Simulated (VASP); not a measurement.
# Y5F (P-6m2) in VASP: relaxation of cell and atoms with PBE

Aim: the relaxation of cell and atoms of Y5F with PBE.

All numbers are computed with VASP 6.6.1; they aren't measurements. Logs are shortened: lines on timing, memory, paths and dates and some standing lists are left out, and cuts for length are marked.

## 1. The cell of the first run

Symmetry: P-6m2, No. 187, hexagonal system. The conventional cell has a = 3.564 Å, b = 3.564 Å, c = 15.101 Å, α = 90.00°, β = 90.00°, γ = 120.00°. Y (site symmetry 3m) has 3 F at 2.75 Å and 10 Y at 3.48 to 3.65 Å within 3.7 Å. Y (site symmetry 3m) has 12 Y at 3.48 to 3.57 Å and 1 F at 4.64 Å within 4.7 Å. Within 4.7 Å of Y (site symmetry -6m2) lie 12 Y at 3.56 to 3.57 Å. Within 3.6 Å of F (site symmetry -6m2) lie 6 Y at 2.75 Å and 6 F at 3.56 Å.

The cell was generated, and may not be a known phase.

## 2. Relaxation of cell and atoms, PBE

Contents of INCAR:

```
PREC = Accurate ; ENCUT = 600
EDIFF = 1E-6 ; ISMEAR = 0
SIGMA = 0.1 ; LREAL = False
LASPH = True ; NELM = 60
ALGO = Normal ; ISIF = 3
LWAVE = False ; LCHARG = False
GGA = PE ; IBRION = 2
NSW = 100 ; EDIFFG = -0.01
```

Contents of KPOINTS:

```
Automatic mesh
0
Gamma
  12 12 2
```

Contents of POSCAR:

```
Y5F
1.0
    3.5643056293      0.0000000000      0.0000000000
   -1.7821528146      3.0867792218      0.0000000000
    0.0000000000      0.0000000000     15.1005429204
Y F
5 1
Direct
    0.6666666667      0.3333333333      0.8790290699
    0.0000000000      0.0000000000      0.6929257207
    0.6666666667      0.3333333333      0.5000000000
    0.0000000000      0.0000000000      0.3070742793
    0.6666666667      0.3333333333      0.1209709301
    0.0000000000      0.0000000000      0.0000000000
```

Potentials or basis: VASP PAW PBE potentials, release 64 (Y_sv, F).

On the command line:

```sh
cat potpaw_PBE.64/Y_sv/POTCAR potpaw_PBE.64/F/POTCAR > POTCAR
mpirun -np 1 vasp_std > vasp.out
```

OUTCAR:

```text
PREC = Accurate
   ENCUT = 600
   EDIFF = 1E-6
   ISMEAR = 0
   LREAL = False
   LASPH = True
   NELM = 60
   ISIF = 3
   GGA = PE
   IBRION = 2
   NSW = 100
   EDIFFG = -0.01

 ion  position               nearest neighbor table
   1  0.667  0.333  0.879-   6 2.75   6 2.75   6 2.75   2 3.48   2 3.48   2 3.48   5 3.65
   2  0.000  0.000  0.693-   1 3.48   1 3.48   1 3.48   3 3.57   3 3.57   3 3.57
   3  0.667  0.333  0.500-   2 3.57   4 3.57   2 3.57   4 3.57   2 3.57   4 3.57
   4  0.000  0.000  0.307-   5 3.48   5 3.48   5 3.48   3 3.57   3 3.57   3 3.57
   5  0.667  0.333  0.121-   6 2.75   6 2.75   6 2.75   4 3.48   4 3.48   4 3.48   1 3.65
   6  0.000  0.000  0.000-   1 2.75   5 2.75   1 2.75   5 2.75   1 2.75   5 2.75

  LATTYP: Found a hexagonal cell.
 ALAT       =     3.5643056293
 C/A-ratio  =     4.2366015968

  Lattice vectors:

 A1 = (   3.5643056293,   0.0000000000,   0.0000000000)
 A2 = (  -1.7821528146,   3.0867792218,   0.0000000000)
 A3 = (   0.0000000000,   0.0000000000,  15.1005429204)

Analysis of symmetry for initial positions (statically):
=====================================================================
 Subroutine PRICEL returns:
 Original cell was already a primitive cell.

 Routine SETGRP: Setting up the symmetry group for a
 hexagonal supercell.

 Subroutine GETGRP returns: Found 12 space group operations
 (whereof 12 operations were pure point group operations)
 out of a pool of 24 trial point group operations.

The static configuration has the point symmetry D_3h.

Analysis of symmetry for dynamics (positions and initial velocities):
=====================================================================
 Subroutine PRICEL returns:
 Original cell was already a primitive cell.

 Routine SETGRP: Setting up the symmetry group for a
 hexagonal supercell.

 Subroutine GETGRP returns: Found 12 space group operations
 (whereof 12 operations were pure point group operations)
 out of a pool of 24 trial point group operations.

The dynamic configuration has the point symmetry D_3h.

 Subroutine INISYM returns: Found 12 space group operations
 (whereof 12 operations are pure point group operations),
 and found     1 'primitive' translations

----------------------------------------------------------------------------------------

                                     Primitive cell

  volume of cell :     166.1396

  direct lattice vectors                    reciprocal lattice vectors
     3.564305629  0.000000000  0.000000000     0.280559555  0.161981134  0.000000000
    -1.782152815  3.086779222  0.000000000     0.000000000  0.323962269  0.000000000
     0.000000000  0.000000000 15.100542920     0.000000000  0.000000000  0.066222785

  length of vectors
     3.564305629  3.564305629 15.100542920     0.323962269  0.323962269  0.066222785

  position of ions in fractional coordinates (direct lattice)
     0.666666667  0.333333333  0.879029070
     0.000000000  0.000000000  0.692925721
     0.666666667  0.333333333  0.500000000
     0.000000000  0.000000000  0.307074279
     0.666666667  0.333333333  0.120970930
     0.000000000  0.000000000  0.000000000

  ion indices of the primitive-cell ions
   primitive index   ion index
                 1           1
                 2           2
                 3           3
                 4           4
                 5           5
                 6           6

----------------------------------------------------------------------------------------

 KPOINTS: Automatic mesh

Automatic generation of k-mesh.
 Grid dimensions read from file:
 generate k-points for:   12   12    2

 Generating k-lattice:

  Cartesian coordinates                     Fractional coordinates (reciprocal lattice)
     0.023379963  0.013498428  0.000000000     0.083333333  0.000000000  0.000000000
     0.000000000  0.026996856  0.000000000     0.000000000  0.083333333  0.000000000
     0.000000000  0.000000000  0.033111392     0.000000000  0.000000000  0.500000000

  Length of vectors
     0.026996856  0.026996856  0.033111392

  Shift w.r.t. Gamma in fractional coordinates (k-lattice)
     0.000000000  0.000000000  0.000000000

 Subroutine IBZKPT returns following result:
 ===========================================

 Found     38 irreducible k-points:

 Following reciprocal coordinates:
            Coordinates               Weight
  0.000000  0.000000  0.000000      1.000000
  0.083333 -0.000000  0.000000      6.000000
  0.166667 -0.000000  0.000000      6.000000
  0.250000  0.000000  0.000000      6.000000
  0.333333 -0.000000  0.000000      6.000000
  0.416667  0.000000  0.000000      6.000000
[... 16 lines left out ...]
  0.250000  0.000000  0.500000      6.000000
  0.333333 -0.000000  0.500000      6.000000
 [... further k-points ...]
   k-points           NKPTS =     38   k-points in BZ     NKDIM =     38   number of bands    NBANDS=     37
   number of dos      NEDOS =    301   number of ions     NIONS =      6
   total plane-waves  NPLWV =  98784
   dimension x,y,z NGX =    28 NGY =   28 NGZ =  126
   dimension x,y,z NGXF=    56 NGYF=   56 NGZF=  252
   ions per type =               5   1
   NGX,Y,Z   is equivalent  to a cutoff of  13.06, 13.06, 13.87 a.u.
   NGXF,Y,Z  is equivalent  to a cutoff of  26.12, 26.12, 27.74 a.u.
 SYSTEM =  unknown system
   PREC   = accura    normal or accurate (medium, high low for compatibility)
   ISTART =      0    job   : 0-new  1-cont  2-samecut
   ICHARG =      2    charge: 1-file 2-atom 10-const
   ISPIN  =      1    spin polarized calculation?
   LNONCOLLINEAR =      F non collinear calculations
   LSORBIT =      F    spin-orbit coupling
   LASPH  =      T    aspherical Exc in radial PAW
   ENCUT  =  600.0 eV  44.10 Ry    6.64 a.u.   7.12  7.12 30.16*2*pi/ulx,y,z
   NELM   =     60;   NELMIN=  2; NELMDL= -5     # of ELM steps
   EDIFF  = 0.1E-05   stopping-criterion for ELM
   LREAL  =      F    real-space projection
   EDIFFG = -.1E-01   stopping-criterion for IOM
   NSW    =    100    number of steps for IOM
   IBRION =      2    ionic relax: 0-MD 1-quasi-New 2-CG
   NFREE  =      1    steps in history (QN), initial steepest desc. (CG)
   ISIF   =      3    stress and relaxation
   ISYM   =      2    0-nonsym 1-usesym 2-fastsym
   POTIM  = 0.5000    time-step for ionic-motion
   TEBEG  =    0.0;   TEEND  =   0.0 temperature during run
   PSTRESS=    0.0 pullay stress
   NELECT =      62.0000    total number of electrons
   NUPDOWN=      -1.0000    fix difference up-down
   EMIN   =  10.00;   EMAX   =-10.00  energy-range for DOS
   EFERMI =   0.00;   METHOD = LEGACY
   ISMEAR =     0;   SIGMA  =   0.10  broadening in eV -4-tet -1-fermi 0-gaus
   EFERMI_NEDOS =   21; number of points for ismear=-14 and -15
   IALGO  =     38    algorithm
   IMIX   =      4    mixing-type and parameters
     AMIX     =   0.40;   BMIX     =  1.00
     AMIX_MAG =   1.60;   BMIX_MAG =  1.00
  volume/ion in A,a.u.               =      27.69       186.86
  Fermi-wavevector in a.u.,A,eV,Ry     =   1.178640  2.227306 18.901096  1.389191
  Thomas-Fermi vector in A             =   2.314965
   LORBIT       =      0    0 simple, 1 ext, 2 COOP (PROOUT), +10 PAW based schemes
   GGA     = PE    functional components
   LHFCALC =     F    Hartree Fock is set to
   AEXX    =    0.0000 exact exchange contribution
   IVDW    =     0    specifies the selected vdW correction
   LEPSILON=     F    determine dielectric tensor
   LRPA    =     F    only Hartree local field effects (RPA)
 conjugate gradient relaxation of ions
 non-spin polarized calculation
 Gauss-broadening in eV      SIGMA  =   0.10
  energy-cutoff  :      600.00
  volume of cell :      166.14
 maximum number of plane-waves:      5598
   NGX = 15   NGY = 15   NGZ = 61

--------------------------------------- Ionic step        1  -------------------------------------------

 number of electron      61.9999996 magnetization

 Free energy of the ion-electron system (eV)
  ---------------------------------------------------
  ext. energy  EPLUGINS =         0.00000000
  ---------------------------------------------------
  free energy    TOTEN  =       -38.13400221 eV

  energy without entropy =      -38.07939615  energy(sigma->0) =      -38.10669918

------------------------ aborting loop because EDIFF is reached ----------------------------------------

  FORCE on cell =-STRESS in cart. coord.  units (eV):
  Direction    XX          YY          ZZ          XY          YZ          ZX
  --------------------------------------------------------------------------------------
  -------------------------------------------------------------------------------------
  Total        0.2277612      0.2277612     -0.8995346      0.0000000      0.0000000      0.0000000
  in kB        2.1964297      2.1964297     -8.6747185      0.0000000      0.0000000      0.0000000
  external PRESSURE =      -1.4272864 kB  Pullay stress =       0.0000000 kB
[... 305 lines left out ...]
  energy  without entropy=      -38.0925668231  energy(sigma->0) =      -38.11889422

--------------------------------------- Ionic step        9  -------------------------------------------

 number of electron      61.9999995 magnetization

 Free energy of the ion-electron system (eV)
  ---------------------------------------------------
  ext. energy  EPLUGINS =         0.00000000
  ---------------------------------------------------
  free energy    TOTEN  =       -38.14539261 eV

  energy without entropy =      -38.09285001  energy(sigma->0) =      -38.11912131

 E-fermi :   3.4600     XC(G=0):  -9.6146

 val. band max:        3.4591264418   @ k =   0.4167   0.0833   0.0000
 cond. band min:       3.4678466214   @ k =   0.0833  -0.0000   0.5000
 fundamental gap:      0.0087201796
 Fermi energy:         3.4599788500

 k-point     1 :       0.0000    0.0000    0.0000
  band No.  band energies     occupation
      1     -39.6430      2.00000
      2     -39.6269      2.00000
      3     -39.2141      2.00000
      4     -39.0063      2.00000
      5     -39.0031      2.00000
      6     -22.2772      2.00000
[... 949 lines left out ...]
     36       4.6933      0.00000
     37       4.9340      0.00000

 [... further k-points ...]
[... 5 lines left out ...]
  --------------------------------------------------------------------------------------
  -------------------------------------------------------------------------------------
  Total       -0.0010340     -0.0010340      0.0251872     -0.0000000     -0.0000000      0.0000000
  in kB       -0.0100016     -0.0100016      0.2436231     -0.0000000     -0.0000000      0.0000000
  external PRESSURE =       0.0745400 kB  Pullay stress =       0.0000000 kB
[... 21 lines left out ...]
  FREE ENERGIE OF THE ION-ELECTRON SYSTEM (eV)
  ---------------------------------------------------
  free  energy   TOTEN  =       -38.1453926112 eV

  energy  without entropy=      -38.0928500115  energy(sigma->0) =      -38.11912131

 reached required accuracy - stopping structural energy minimisation
```

Wall time 35 min (1 thread of Intel Xeon Platinum 8259CL at 2.50GHz (Skylake/Cascade Lake), shared host); peak memory 0.49 GiB.

Results:

```yaml
Free_energy: -38.1454 eV
Relaxed_volume: 27.61 Å³/atom
Relaxed_cell: a = 3.587 Å, b = 3.587 Å, c = 14.864 Å, α = 90.00°, β = 90.00°, γ = 120.00°
Space_group_after_relaxing_to_0.1_Å: P-6m2 (No. 187)
Energy_gained_by_relaxing: 1.9 meV/atom
Ionic_steps: 9
Pressure_after_relaxing: 0.0 GPa
Largest_force_after_relaxing: 0.007 eV/Å
Band_gap_on_the_k_mesh: zero (bands 31 and 32 overlap by 1.16 eV)
```

Forces on the atoms (eV/Å):
```
Y    0.000  0.000 -0.007
Y    0.000  0.000  0.004
Y    0.000  0.000  0.000
Y    0.000  0.000 -0.004
Y    0.000  0.000  0.007
F    0.000  0.000  0.000
```

The path:
| step | energy change (eV) | largest force (eV/Å) | pressure (GPa) | volume (Å³) |
| --- | --- | --- | --- | --- |
| 1 | 0.0000 | 0.0659 | -0.14 | 166.14 |
| 2 | -0.0059 | 0.0644 | 0.03 | 165.54 |
| 3 | -0.0079 | 0.0932 | 0.22 | 164.93 |
| 4 | -0.0094 | 0.0713 | -0.02 | 165.82 |
| 5 | -0.0095 | 0.0656 | -0.08 | 166.07 |
| 6 | -0.0103 | 0.0409 | -0.05 | 165.91 |
| 7 | -0.0109 | 0.0435 | 0.01 | 165.58 |
| 8 | -0.0112 | 0.0279 | 0.01 | 165.60 |
| 9 | -0.0114 | 0.0066 | 0.01 | 165.64 |

Final structure:
```xyz
6
Lattice="3.5872 0.0000 0.0000 -1.7936 3.1066 0.0000 0.0000 0.0000 14.8637" Properties=species:S:1:pos:R:3 pbc="T T T"
Y     1.7936    1.0355   13.1004
Y     0.0000    0.0000   10.3246
Y     1.7936    1.0355    7.4319
Y     0.0000    0.0000    4.5391
Y     1.7936    1.0355    1.7634
F     0.0000    0.0000    0.0000
```

Levels at points of the mesh, in eV from the Fermi level:
```csv
k point,band 28,band 29,band 30,band 31,band 32,band 33,band 34,band 35
"(0.00, 0.00, 0.00)",-1.99,-1.66,0.10,0.71,1.20,1.58,1.58,1.61
"(0.50, 0.00, 0.00)",-1.19,-1.04,-0.56,-0.54,-0.05,-0.05,1.05,1.40
"(0.00, 0.00, 0.50)",-2.35,-1.58,0.02,0.95,1.02,1.59,1.60,1.60
"(0.50, 0.00, 0.50)",-1.20,-1.02,-0.81,-0.20,-0.19,-0.01,1.12,1.29
```
